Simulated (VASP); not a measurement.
# Pd (Fd-3m) in VASP: a series of runs

Runs on Pd. Level: RPBE. Tasks: single point, relaxation of cell and atoms.

Program: VASP 6.6.1. These are calculated values, not measurements. Logs are shortened: lines on timing, memory, paths and dates and some standing lists are left out, and cuts for length are marked.

**1. The cell of the first run**

Symmetry: Fd-3m, No. 227, cubic system. Conventional cell: a = 6.053 Å, b = 6.053 Å, c = 6.053 Å, α = 90.00°, β = 90.00°, γ = 90.00°. Pd (site symmetry -43m) has 4 Pd at 2.62 Å within 3.5 Å.

**2. Single point, RPBE (volume scaled by 1.08)**

INCAR

```
SYSTEM = Pd
PREC     = Accurate       ! precision mode
ENCUT    = 520            ! plane-wave cutoff, eV
EDIFF    = 1E-6           ! SCF threshold, eV
ISMEAR   = -1             ! smearing method
SIGMA    = 0.1            ! smearing width, eV
LREAL    = .False.        ! projectors in reciprocal space
LASPH    = .True.         ! aspherical terms in the spheres
NELM     = 60             ! most SCF steps
ALGO     = Normal         ! electronic algorithm
ISIF     = 2              ! what is computed and relaxed
LWAVE    = .False.        ! write WAVECAR
LCHARG   = .False.        ! write CHGCAR
GGA      = RP             ! functional
NBANDS   = 17             ! bands
```

KPOINTS

```
regular mesh
0
Gamma
  10 10 10
  0 0 0
```

POSCAR

```
Pd
1.0
    0.0000000000      3.0265858150      3.0265858150
    3.0265858150      0.0000000000      3.0265858150
    3.0265858150      3.0265858150      0.0000000000
Pd
2
Direct
    0.1250000000      0.1250000000      0.1250000000
    0.8750000000      0.8750000000      0.8750000000
```

Potentials or basis: VASP PAW PBE potentials, release 64 (Pd).

Command:

```sh
cat potpaw_PBE.64/Pd/POTCAR > POTCAR
mpirun -np 1 vasp_std > vasp.out
```

OUTCAR:

```text
SYSTEM = Pd
   PREC = Accurate
   ENCUT = 520
   EDIFF = 1E-6
   ISMEAR = -1
   LREAL = .False.
   LASPH = .True.
   NELM = 60
   ISIF = 2
   GGA = RP

 ion  position               nearest neighbor table
   1  0.125  0.125  0.125-   2 2.62   2 2.62   2 2.62   2 2.62
   2  0.875  0.875  0.875-   1 2.62   1 2.62   1 2.62   1 2.62

  LATTYP: Found a face centered cubic cell.
 ALAT       =     6.0531716300

  Lattice vectors:

 A1 = (   0.0000000000,   3.0265858150,   3.0265858150)
 A2 = (   3.0265858150,   0.0000000000,   3.0265858150)
 A3 = (   3.0265858150,   3.0265858150,   0.0000000000)

Analysis of symmetry for initial positions (statically):
=====================================================================
 Subroutine PRICEL returns:
 Original cell was already a primitive cell.

 Routine SETGRP: Setting up the symmetry group for a
 face centered cubic supercell.

 Subroutine GETGRP returns: Found 48 space group operations
 (whereof 12 operations were pure point group operations)
 out of a pool of 48 trial point group operations.

The static configuration has the point symmetry D_3d.
 The point group associated with its full space group is O_h .

Analysis of symmetry for dynamics (positions and initial velocities):
=====================================================================
 Subroutine PRICEL returns:
 Original cell was already a primitive cell.

 Routine SETGRP: Setting up the symmetry group for a
 face centered cubic supercell.

 Subroutine GETGRP returns: Found 48 space group operations
 (whereof 12 operations were pure point group operations)
 out of a pool of 48 trial point group operations.

The dynamic configuration has the point symmetry D_3d.
 The point group associated with its full space group is O_h .

 Subroutine INISYM returns: Found 48 space group operations
 (whereof 12 operations are pure point group operations),
 and found     1 'primitive' translations

----------------------------------------------------------------------------------------

                                     Primitive cell

  volume of cell :      55.4484

  direct lattice vectors                    reciprocal lattice vectors
     0.000000000  3.026585815  3.026585815    -0.165202651  0.165202651  0.165202651
     3.026585815  0.000000000  3.026585815     0.165202651 -0.165202651  0.165202651
     3.026585815  3.026585815  0.000000000     0.165202651  0.165202651 -0.165202651

  length of vectors
     4.280238707  4.280238707  4.280238707     0.286139385  0.286139385  0.286139385

  position of ions in fractional coordinates (direct lattice)
     0.125000000  0.125000000  0.125000000
     0.875000000  0.875000000  0.875000000

  ion indices of the primitive-cell ions
   primitive index   ion index
                 1           1
                 2           2

----------------------------------------------------------------------------------------

 KPOINTS: regular mesh

Automatic generation of k-mesh.
 Grid dimensions read from file:
 generate k-points for:   10   10   10

 Generating k-lattice:

  Cartesian coordinates                     Fractional coordinates (reciprocal lattice)
    -0.016520265  0.016520265  0.016520265     0.100000000  0.000000000  0.000000000
     0.016520265 -0.016520265  0.016520265     0.000000000  0.100000000  0.000000000
     0.016520265  0.016520265 -0.016520265     0.000000000  0.000000000  0.100000000

  Length of vectors
     0.028613939  0.028613939  0.028613939

  Shift w.r.t. Gamma in fractional coordinates (k-lattice)
     0.000000000  0.000000000  0.000000000

 Subroutine IBZKPT returns following result:
 ===========================================

 Found     47 irreducible k-points:

 Following reciprocal coordinates:
            Coordinates               Weight
  0.000000  0.000000  0.000000      1.000000
  0.100000  0.000000  0.000000      8.000000
  0.200000  0.000000  0.000000      8.000000
  0.300000  0.000000  0.000000      8.000000
  0.400000  0.000000  0.000000      8.000000
  0.500000  0.000000  0.000000      4.000000
[... 16 lines left out ...]
  0.300000  0.300000  0.000000      6.000000
  0.400000  0.300000  0.000000     24.000000
 [... further k-points ...]
   k-points           NKPTS =     47   k-points in BZ     NKDIM =     47   number of bands    NBANDS=     17
   number of dos      NEDOS =    301   number of ions     NIONS =      2
   total plane-waves  NPLWV =  32768
   dimension x,y,z NGX =    32 NGY =   32 NGZ =   32
   dimension x,y,z NGXF=    64 NGYF=   64 NGZF=   64
   ions per type =               2
   NGX,Y,Z   is equivalent  to a cutoff of  12.43, 12.43, 12.43 a.u.
   NGXF,Y,Z  is equivalent  to a cutoff of  24.86, 24.86, 24.86 a.u.
 SYSTEM =  Pd
   PREC   = accura    normal or accurate (medium, high low for compatibility)
   ISTART =      0    job   : 0-new  1-cont  2-samecut
   ICHARG =      2    charge: 1-file 2-atom 10-const
   ISPIN  =      1    spin polarized calculation?
   LNONCOLLINEAR =      F non collinear calculations
   LSORBIT =      F    spin-orbit coupling
   LASPH  =      T    aspherical Exc in radial PAW
   ENCUT  =  520.0 eV  38.22 Ry    6.18 a.u.   7.96  7.96  7.96*2*pi/ulx,y,z
   NELM   =     60;   NELMIN=  2; NELMDL= -5     # of ELM steps
   EDIFF  = 0.1E-05   stopping-criterion for ELM
   LREAL  =      F    real-space projection
   EDIFFG = 0.1E-04   stopping-criterion for IOM
   NSW    =      0    number of steps for IOM
   IBRION =     -1    ionic relax: 0-MD 1-quasi-New 2-CG
   NFREE  =      0    steps in history (QN), initial steepest desc. (CG)
   ISIF   =      2    stress and relaxation
   ISYM   =      2    0-nonsym 1-usesym 2-fastsym
   POTIM  = 0.5000    time-step for ionic-motion
   TEBEG  =    0.0;   TEEND  =   0.0 temperature during run
   PSTRESS=    0.0 pullay stress
   NELECT =      20.0000    total number of electrons
   NUPDOWN=      -1.0000    fix difference up-down
   EMIN   =  10.00;   EMAX   =-10.00  energy-range for DOS
   EFERMI =   0.00;   METHOD = LEGACY
   ISMEAR =    -1;   SIGMA  =   0.10  broadening in eV -4-tet -1-fermi 0-gaus
   EFERMI_NEDOS =   21; number of points for ismear=-14 and -15
   IALGO  =     38    algorithm
   IMIX   =      4    mixing-type and parameters
     AMIX     =   0.40;   BMIX     =  1.00
     AMIX_MAG =   1.60;   BMIX_MAG =  1.00
  volume/ion in A,a.u.               =      27.72       187.09
  Fermi-wavevector in a.u.,A,eV,Ry     =   1.165347  2.202186 18.477162  1.358033
  Thomas-Fermi vector in A             =   2.301874
   LORBIT       =      0    0 simple, 1 ext, 2 COOP (PROOUT), +10 PAW based schemes
   GGA     = RP    functional components
   LHFCALC =     F    Hartree Fock is set to
   AEXX    =    0.0000 exact exchange contribution
   IVDW    =     0    specifies the selected vdW correction
   LEPSILON=     F    determine dielectric tensor
   LRPA    =     F    only Hartree local field effects (RPA)
 non-spin polarized calculation
  energy-cutoff  :      520.00
  volume of cell :       55.45
 maximum number of plane-waves:      1524
   NGX = 15   NGY = 15   NGZ = 15

 number of electron      19.9999998 magnetization

 Free energy of the ion-electron system (eV)
  ---------------------------------------------------
  ext. energy  EPLUGINS =         0.00000000
  ---------------------------------------------------
  free energy    TOTEN  =        -7.26098591 eV

  energy without entropy =       -7.07835236  energy(sigma->0) =       -7.16966914

 E-fermi :   2.9367     XC(G=0):  -9.0564

 val. band max:        2.9351299902   @ k =  -0.3000   0.5000   0.2000
 cond. band min:       2.9459770155   @ k =  -0.3000   0.4000   0.2000
 fundamental gap:      0.0108470253
 Fermi energy:         2.9367379525

 k-point     1 :       0.0000    0.0000    0.0000
  band No.  band energies     occupation
      1      -0.8780      2.00000
      2       0.1986      2.00000
      3       0.1986      2.00000
      4       0.2652      2.00000
      5       0.2652      2.00000
      6       0.2652      2.00000
[... 9 lines left out ...]
     16      14.1226      0.00000
     17      14.1226      0.00000

 k-point     2 :       0.1000    0.0000    0.0000
  band No.  band energies     occupation
      1      -0.7523      2.00000
      2       0.1081      2.00000
      3       0.1081      2.00000
      4       0.2679      2.00000
      5       0.3865      2.00000
      6       0.3865      2.00000
[... 9 lines left out ...]
     16      14.8627      0.00000
     17      14.8656      0.00000

 k-point     3 :       0.2000    0.0000    0.0000
  band No.  band energies     occupation
      1      -0.4122      2.00000
      2       0.0506      2.00000
      3       0.0506      2.00000
      4       0.2873      2.00000
      5       0.5086      2.00000
      6       0.5086      2.00000
[... 9 lines left out ...]
     16      15.1486      0.00000
     17      15.3186      0.00000

 k-point     4 :       0.3000    0.0000    0.0000
  band No.  band energies     occupation
      1      -0.0222      2.00000
      2       0.0605      2.00000
      3       0.0605      2.00000
      4       0.3546      2.00000
      5       0.5390      2.00000
      6       0.5390      2.00000
[... 9 lines left out ...]
     16      14.8251      0.00000
     17      15.0256      0.00000
[... 343 lines left out ...]
      1      -0.0757      2.00000
      2      -0.0106      2.00000
      3       0.3021      2.00000
      4       0.3352      2.00000
      5       0.4521      2.00000
      6       0.8313      2.00000
[... 9 lines left out ...]
     16      15.5496      0.00000
     17      15.6669      0.00000

 k-point    23 :       0.3000    0.3000    0.0000
  band No.  band energies     occupation
      1      -0.2144      2.00000
      2       0.2257      2.00000
      3       0.2257      2.00000
      4       0.4446      2.00000
      5       0.7032      2.00000
      6       0.8087      2.00000
[... 9 lines left out ...]
     16      12.2347      0.00000
     17      18.6727      0.00000

 k-point    24 :       0.4000    0.3000    0.0000
  band No.  band energies     occupation
      1      -0.2025      2.00000
      2       0.1720      2.00000
      3       0.2054      2.00000
      4       0.5397      2.00000
      5       0.8451      2.00000
      6       0.9612      2.00000
[... 9 lines left out ...]
     16      12.7250      0.00000
     17      18.6828      0.00000

 [... further k-points ...]
[... 5 lines left out ...]
  --------------------------------------------------------------------------------------
  -------------------------------------------------------------------------------------
  Total       -1.2127263     -1.2127263     -1.2127263     -0.0000000     -0.0000000     -0.0000000
  in kB      -35.0416395    -35.0416395    -35.0416395     -0.0000000     -0.0000000     -0.0000000
  external PRESSURE =     -35.0416395 kB  Pullay stress =       0.0000000 kB

 VOLUME and BASIS-vectors are now :
 -----------------------------------------------------------------------------
  energy-cutoff  :      520.00
  volume of cell :       55.45
      direct lattice vectors                 reciprocal lattice vectors
     0.000000000  3.026585815  3.026585815    -0.165202651  0.165202651  0.165202651
     3.026585815  0.000000000  3.026585815     0.165202651 -0.165202651  0.165202651
     3.026585815  3.026585815  0.000000000     0.165202651  0.165202651 -0.165202651

 POSITION                                       TOTAL-FORCE (eV/Angst)
 -----------------------------------------------------------------------------------
      0.75665      0.75665      0.75665        -0.000000     -0.000000     -0.000000
      5.29653      5.29653      5.29653         0.000000      0.000000      0.000000
 -----------------------------------------------------------------------------------
    total drift:                                0.000000      0.000000     -0.000000

  FREE ENERGIE OF THE ION-ELECTRON SYSTEM (eV)
  ---------------------------------------------------
  free  energy   TOTEN  =        -7.2609859099 eV

  energy  without entropy=       -7.0783523634  energy(sigma->0) =       -7.16966914
```

It took 27 s on 1 thread of Intel Xeon 6975P-C, shared host; peak memory 0.19 GiB.

Results:

- Free energy: -7.2610 eV
- Pressure: -3.5 GPa
- Band gap on the k mesh: zero (band 10 reaches 2.95 eV, above the bottom of band 11 at 2.66 eV)

Caveat: the cell differs from its parent crystal (volume scaled by 1.08); the PAW data sets were made with another functional, which shifts forces and pressure a little.

**3. Single point, RPBE**

This run uses another cell than the first one, of 25.67 Å³/atom, 0.926 times its volume.

INCAR

```
SYSTEM = Pd
PREC     = Accurate       ! precision mode
ENCUT    = 500            ! plane-wave cutoff, eV
EDIFF    = 1E-6           ! SCF threshold, eV
ISMEAR   = -1             ! smearing method
SIGMA    = 0.1            ! smearing width, eV
LREAL    = .FALSE.        ! projectors in reciprocal space
LASPH    = .TRUE.         ! aspherical terms in the spheres
NELM     = 120            ! most SCF steps
ALGO     = Normal         ! electronic algorithm
ISIF     = 2              ! what is computed and relaxed
LWAVE    = .FALSE.        ! write WAVECAR
LCHARG   = .FALSE.        ! write CHGCAR
GGA      = RP             ! functional
NBANDS   = 17             ! bands
GGA_COMPAT= .FALSE.
```

KPOINTS

```
regular mesh
0
G
  10 10 10
  0 0 0
```

POSCAR

```
Pd
1.0
    0.0000000000      2.9499302031      2.9499302031
    2.9499302031      0.0000000000      2.9499302031
    2.9499302031      2.9499302031      0.0000000000
Pd
2
Direct
    0.1250000000      0.1250000000      0.1250000000
    0.8750000000      0.8750000000      0.8750000000
```

Potentials or basis: VASP PAW PBE potentials, release 64 (Pd).

Command:

```sh
cat potpaw_PBE.64/Pd/POTCAR > POTCAR
mpirun -np 1 vasp_std > vasp.out
```

Wall time 64 s (1 thread of Intel Xeon 8259CL, shared host); peak memory 0.18 GiB.

It converged, with:

* Free energy: -7.3115 eV
* Pressure: -0.2 GPa
* Band gap on the k mesh: zero (band 10 reaches 3.66 eV, above the bottom of band 11 at 3.33 eV)

Levels at points of the mesh, in eV from the Fermi level:
| k point | band 7 | band 8 | band 9 | band 10 | band 11 | band 12 | band 13 | band 14 |
| --- | --- | --- | --- | --- | --- | --- | --- | --- |
| (0.00, 0.00, 0.00) | -1.22 | -1.22 | -1.22 | -0.20 | -0.20 | 11.20 | 11.20 | 11.20 |
| (0.50, 0.00, 0.00) | -0.96 | -0.96 | -0.33 | -0.33 | 0.20 | 1.22 | 8.24 | 8.24 |
| (0.50, 0.50, 0.00) | -1.67 | -1.67 | -0.17 | -0.17 | 1.90 | 1.90 | 4.81 | 4.81 |

Caveat: the PAW data sets were made with another functional, which shifts forces and pressure a little.

**4. Relaxation of cell and atoms, RPBE**

This run uses another cell than the first one, of 19.86 Å³/atom, 0.716 times its volume.

INCAR

```
ALGO = Normal
EDIFF = 1E-7
EDIFFG = -0.01
ENCUT = 500
GGA = RP
GGA_COMPAT = False
IBRION = 2
ISIF = 3
ISMEAR = -1
LASPH = True
LCHARG = False
LREAL = False
LWAVE = False
NELM = 120
NELMIN = 4
NSW = 80
PREC = Accurate
SIGMA = 0.1
```

KPOINTS

```
k-points
0
Gamma
  10 10 10
```

POSCAR

```
Pd
1.0
    0.0000000000      2.7082278367      2.7082278367
    2.7082278367      0.0000000000      2.7082278367
    2.7082278367      2.7082278367      0.0000000000
Pd
2
Direct
    0.1250000000      0.1250000000      0.1250000000
    0.8750000000      0.8750000000      0.8750000000
```

Command:

```sh
cat potpaw_PBE.64/Pd/POTCAR > POTCAR
mpirun -np 1 vasp_std > vasp.out
```

It took 2.1 min on 1 thread of Intel Xeon 8259CL, shared host; peak memory 0.16 GiB.

Results (log left out):

```
Free energy                            : -7.3081 eV
Relaxed volume                         : 25.52 Å³/atom
Relaxed cell                           : a = 4.164 Å, b = 4.164 Å, c = 4.164 Å, α = 60.00°, β = 60.00°, γ = 60.00°
Space group after relaxing (to 0.05 Å) : Fd-3m (No. 227)
Energy gained by relaxing              : 368.9 meV/atom
Ionic steps                            : 3
Pressure after relaxing                : 0.0 GPa
Band gap on the k mesh                 : zero (band 10 reaches 3.72 eV, above the bottom of band 11 at 3.39 eV)
```

Step by step:
| step | energy change (eV) | largest force (eV/Å) | pressure (GPa) | volume (Å³) |
| --- | --- | --- | --- | --- |
| 1 | 0.0000 | 0.0000 | 27.16 | 39.73 |
| 2 | -0.4431 | 0.0000 | -6.68 | 62.40 |
| 3 | -0.7377 | 0.0000 | -0.03 | 51.04 |

Final structure:
```cif
data_structure
_symmetry_space_group_name_H-M 'P 1'
_symmetry_Int_Tables_number 1
_cell_length_a 4.1637
_cell_length_b 4.1637
_cell_length_c 4.1637
_cell_angle_alpha 60.000
_cell_angle_beta 60.000
_cell_angle_gamma 60.000
_cell_volume 51.04
loop_
_atom_site_label
_atom_site_type_symbol
_atom_site_fract_x
_atom_site_fract_y
_atom_site_fract_z
_atom_site_occupancy
Pd1 Pd 0.12500 0.12500 0.12500 1
Pd2 Pd 0.87500 0.87500 0.87500 1
```

Levels at points of the mesh, in eV from the Fermi level:
| k point | band 6 | band 7 | band 8 | band 9 | band 10 | band 11 | band 12 | band 13 | band 14 |
| --- | --- | --- | --- | --- | --- | --- | --- | --- | --- |
| (0.00, 0.00, 0.00) | -2.99 | -1.23 | -1.23 | -1.23 | -0.20 | -0.20 | 11.25 | 11.25 | 11.25 |
| (0.50, 0.00, 0.00) | -2.79 | -0.96 | -0.96 | -0.34 | -0.34 | 0.18 | 1.23 | 8.26 | 8.26 |
| (0.50, 0.50, 0.00) | -1.77 | -1.69 | -1.69 | -0.17 | -0.17 | 1.91 | 1.91 | 4.82 | 4.82 |

Caveat: the volume moved by over 15 % at a fixed basis, so the end points are rough; the PAW data sets were made with another functional, which shifts forces and pressure a little.

**5. Overview**

```tsv
task	cell	cutoff (eV)	gap on the mesh (eV)	pressure (GPa)
single point	a = 4.280 Å, angles 60.0°, 2 atoms	520	none	-3.5
single point	a = 4.172 Å, angles 60.0°, 2 atoms	500	none	-0.2
relaxation of cell and atoms	relaxed from a = 3.830 Å, angles 60.0°, 2 atoms	500	none	0.0
```

Alike in all rows: level RPBE; potentials or basis VASP PAW PBE potentials, release 64 (Pd); no spin polarisation; k mesh 10 × 10 × 10; smearing fermi-dirac 0.1 eV.

Caveats: the PAW data sets were made with another functional, which shifts forces and pressure a little; the volume moved by over 15 % at a fixed basis, so the end points are rough (some runs).

Absolute energies hang on the potentials; compare differences alone.
